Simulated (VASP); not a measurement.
# Ba3Sn (L12 type) (Pm-3m) in VASP: notebook, part 2 of 2

VASP 6.6.1. Earlier steps stand in the parts before.

## Step 3: Single point, LDA (volume scaled by 0.9)

INCAR

```
PREC = Accurate ; ENCUT = 520
EDIFF = 1E-7 ; ISMEAR = -1
SIGMA = 0.05 ; LREAL = F
LASPH = T ; NELM = 100
ALGO = Normal ; ISIF = 2
LWAVE = F ; LCHARG = T
LELF = T ; LVHAR = T
NBANDS = 30
```

KPOINTS

```
Automatic mesh
0
Gamma
  6 6 6
```

POSCAR

```
Ba3Sn
1.0
    5.1529040515      0.0000000000      0.0000000000
    0.0000000000      5.1529040515      0.0000000000
    0.0000000000      0.0000000000      5.1529040515
Sn Ba
1 3
Direct
    0.0000000000      0.0000000000      0.0000000000
    0.0000000000      0.5000000000      0.5000000000
    0.5000000000      0.0000000000      0.5000000000
    0.5000000000      0.5000000000      0.0000000000
```

Potentials or basis: VASP PAW LDA potentials, release 64 (Sn_d, Ba_sv).

Command:

```bash
cat potpaw_LDA.64/Sn_d/POTCAR potpaw_LDA.64/Ba_sv/POTCAR > POTCAR
mpirun -np 1 vasp_std > vasp.out
```

OUTCAR:

```text
PREC = Accurate
   ENCUT = 520
   EDIFF = 1E-7
   ISMEAR = -1
   LREAL = F
   LASPH = T
   NELM = 100
   ISIF = 2

 ion  position               nearest neighbor table
   1  0.000  0.000  0.000-   2 3.64   3 3.64   4 3.64   2 3.64   3 3.64   2 3.64   4 3.64   2 3.64
                             3 3.64   4 3.64   3 3.64   4 3.64
   2  0.000  0.500  0.500-   1 3.64   3 3.64   4 3.64   1 3.64   4 3.64   1 3.64   3 3.64   1 3.64
                             3 3.64   4 3.64   4 3.64   3 3.64
   3  0.500  0.000  0.500-   1 3.64   2 3.64   4 3.64   1 3.64   4 3.64   2 3.64   4 3.64   4 3.64
                             1 3.64   2 3.64   1 3.64   2 3.64
   4  0.500  0.500  0.000-   1 3.64   2 3.64   3 3.64   2 3.64   3 3.64   1 3.64   3 3.64   3 3.64
                             1 3.64   2 3.64   2 3.64   1 3.64

  LATTYP: Found a simple cubic cell.
 ALAT       =     5.1529040515

  Lattice vectors:

 A1 = (   5.1529040515,   0.0000000000,   0.0000000000)
 A2 = (   0.0000000000,   5.1529040515,   0.0000000000)
 A3 = (   0.0000000000,   0.0000000000,   5.1529040515)

Analysis of symmetry for initial positions (statically):
=====================================================================
 Subroutine PRICEL returns:
 Original cell was already a primitive cell.

 Routine SETGRP: Setting up the symmetry group for a
 simple cubic supercell.

 Subroutine GETGRP returns: Found 48 space group operations
 (whereof 48 operations were pure point group operations)
 out of a pool of 48 trial point group operations.

The static configuration has the point symmetry O_h .

Analysis of symmetry for dynamics (positions and initial velocities):
=====================================================================
 Subroutine PRICEL returns:
 Original cell was already a primitive cell.

 Routine SETGRP: Setting up the symmetry group for a
 simple cubic supercell.

 Subroutine GETGRP returns: Found 48 space group operations
 (whereof 48 operations were pure point group operations)
[... 119 lines left out ...]
   IMIX   =      4    mixing-type and parameters
     AMIX     =   0.40;   BMIX     =  1.00
     AMIX_MAG =   1.60;   BMIX_MAG =  1.00
  volume/ion in A,a.u.               =      34.21       230.83
  Fermi-wavevector in a.u.,A,eV,Ry     =   1.121606  2.119528 17.116130  1.258000
  Thomas-Fermi vector in A             =   2.258261
   LORBIT       =      0    0 simple, 1 ext, 2 COOP (PROOUT), +10 PAW based schemes
   GGA     = CA    functional components
   LHFCALC =     F    Hartree Fock is set to
   AEXX    =    0.0000 exact exchange contribution
   IVDW    =     0    specifies the selected vdW correction
   LEPSILON=     F    determine dielectric tensor
   LRPA    =     F    only Hartree local field effects (RPA)
 non-spin polarized calculation
  energy-cutoff  :      520.00
  volume of cell :      136.82
 maximum number of plane-waves:      3743
 NGX is ok and might be reduce to    40
   NGX = 19   NGY = 19   NGZ = 19

 number of electron      43.9999996 magnetization

 Free energy of the ion-electron system (eV)
  ---------------------------------------------------
  ext. energy  EPLUGINS =         0.00000000
  ---------------------------------------------------
  free energy    TOTEN  =       -12.72073464 eV

  energy without entropy =      -12.69578638  energy(sigma->0) =      -12.70826051

 E-fermi :   4.4167     XC(G=0):  -9.7829

 val. band max:        4.4093798447   @ k =   0.5000   0.3333   0.3333
 cond. band min:       4.4291383312   @ k =   0.5000   0.5000   0.5000
 fundamental gap:      0.0197584865
 Fermi energy:         4.4166994260

 k-point     1 :       0.0000    0.0000    0.0000
  band No.  band energies     occupation
      1     -24.0317      2.00000
      2     -23.5801      2.00000
      3     -23.5801      2.00000
      4     -15.8967      2.00000
      5     -15.8967      2.00000
      6     -15.8967      2.00000
[... 649 lines left out ...]
     29       7.6346      0.00000
     30       7.6346      0.00000

------------------------ aborting loop because EDIFF is reached ----------------------------------------

  FORCE on cell =-STRESS in cart. coord.  units (eV):
  Direction    XX          YY          ZZ          XY          YZ          ZX
  --------------------------------------------------------------------------------------
  -------------------------------------------------------------------------------------
  Total        3.2239937      3.2239937      3.2239937     -0.0000000     -0.0000000      0.0000000
  in kB       37.7527502     37.7527502     37.7527502     -0.0000000     -0.0000000      0.0000000
  external PRESSURE =      37.7527502 kB  Pullay stress =       0.0000000 kB

 VOLUME and BASIS-vectors are now :
 -----------------------------------------------------------------------------
  energy-cutoff  :      520.00
  volume of cell :      136.82
      direct lattice vectors                 reciprocal lattice vectors
     5.152904052  0.000000000  0.000000000     0.194065325  0.000000000  0.000000000
     0.000000000  5.152904052  0.000000000     0.000000000  0.194065325  0.000000000
     0.000000000  0.000000000  5.152904052     0.000000000  0.000000000  0.194065325

 POSITION                                       TOTAL-FORCE (eV/Angst)
 -----------------------------------------------------------------------------------
      0.00000      0.00000      0.00000         0.000000      0.000000      0.000000
      0.00000      2.57645      2.57645         0.000000      0.000000      0.000000
      2.57645      0.00000      2.57645         0.000000      0.000000      0.000000
      2.57645      2.57645      0.00000         0.000000      0.000000      0.000000
 -----------------------------------------------------------------------------------
    total drift:                                0.000000     -0.000000     -0.000000

  FREE ENERGIE OF THE ION-ELECTRON SYSTEM (eV)
  ---------------------------------------------------
  free  energy   TOTEN  =       -12.7207346428 eV

  energy  without entropy=      -12.6957863765  energy(sigma->0) =      -12.70826051
```

OSZICAR:

```text
N       E                     dE             d eps       ncg     rms          rms(c)
DAV:   1     0.433384480973E+03    0.43338E+03   -0.19715E+04  1200   0.153E+03
DAV:   2     0.362366947031E+02   -0.39715E+03   -0.38057E+03  1360   0.394E+02
DAV:   3    -0.902985568090E+01   -0.45267E+02   -0.43757E+02  1462   0.132E+02
DAV:   4    -0.129058592222E+02   -0.38760E+01   -0.38153E+01  1954   0.299E+01
DAV:   5    -0.130115007051E+02   -0.10564E+00   -0.10538E+00  1554   0.464E+00    0.765E+00
DAV:   6    -0.127995682215E+02    0.21193E+00   -0.30122E-01  1680   0.315E+00    0.426E+00
DAV:   7    -0.127220853858E+02    0.77483E-01   -0.20989E-01  1730   0.284E+00    0.468E-01
DAV:   8    -0.127208446814E+02    0.12407E-02   -0.86182E-03  1612   0.488E-01    0.178E-01
DAV:   9    -0.127207384890E+02    0.10619E-03   -0.51376E-04  1654   0.154E-01    0.379E-02
DAV:  10    -0.127207351537E+02    0.33353E-05   -0.33858E-05  1598   0.319E-02    0.144E-02
DAV:  11    -0.127207347143E+02    0.43941E-06   -0.44214E-06  1682   0.163E-02    0.217E-03
DAV:  12    -0.127207346428E+02    0.71457E-07   -0.25457E-07  1232   0.316E-03
   1 F= -.12720735E+02 E0= -.12708261E+02  d E =-.249483E-01
```

Run time: 1.9 min. Hardware: 1 thread of Intel Xeon 8259CL, shared host; peak memory 0.25 GiB.

What came out:

| Property | Result |
| --- | --- |
| Free energy | -12.7207 eV |
| Pressure | 3.8 GPa |
| Band gap on the k mesh | zero (band 22 reaches 5.07 eV, above the bottom of band 23 at 4.03 eV) |

Levels at points of the mesh, in eV from the Fermi level:
| k point | band 20 | band 21 | band 22 | band 23 | band 24 | band 25 |
| --- | --- | --- | --- | --- | --- | --- |
| (0.00, 0.00, 0.00) | -0.54 | -0.54 | -0.39 | -0.39 | -0.39 | 0.59 |
| (0.50, 0.00, 0.00) | -0.87 | -0.87 | -0.65 | 0.09 | 1.27 | 2.22 |
| (0.50, 0.50, 0.00) | -1.39 | -1.39 | 0.65 | 0.65 | 1.15 | 1.48 |
| (0.50, 0.50, 0.50) | -0.60 | -0.60 | 0.01 | 0.01 | 0.01 | 2.10 |

Caveat: spin-orbit coupling is left out, which moves the levels of the heavy elements.
